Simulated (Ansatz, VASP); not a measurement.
**FeGe: VASP beside Ansatz**

```
CELL_PARAMETERS angstrom
4.34438 0.00000 0.00000
0.00000 4.34438 0.00000
0.00000 0.00000 4.34438
ATOMIC_POSITIONS crystal
Fe 0.14086 0.14086 0.14086
Fe 0.35914 0.85914 0.64086
Fe 0.64086 0.35914 0.85914
Fe 0.85914 0.64086 0.35914
Ge 0.84137 0.84137 0.84137
Ge 0.65863 0.15863 0.34137
Ge 0.34137 0.65863 0.15863
Ge 0.15863 0.34137 0.65863
```

Alike in both runs: functional PBEsol; k mesh 10 × 10 × 10; occupations gaussian, width 0.03 eV; no spin polarisation.

Ansatz relaxed the structure, and its values are those at the end. VASP's run is a single point on that final structure, the one shown.

```csv
,VASP,Ansatz
version,VASP 6.6.1,Ansatz 0.2.0
potentials or method,"VASP PAW PBE potentials, release 64 (Fe, Ge_d), cutoff 520 eV","scalar-relativistic, plane waves, PAW"
valence electrons in the cell,88,120
```

|  | VASP | Ansatz | Ansatz less VASP |
| --- | --- | --- | --- |
| gap on the k mesh at the Fermi level (eV) | 0.08 | 0.09 | +0.003 |
| least direct gap on the mesh (eV) | 0.13 | 0.14 | +0.003 |
| rms of the force components (eV/Å) | 0.016 | 0.000 | -0.0153 |

VASP's potentials were made for PBE, not for PBEsol. VASP's potentials hold 88 valence electrons a cell and Ansatz's 120, so a difference there can come from the potentials and not from the codes. Ansatz's warnings: stress scf threshold loose.
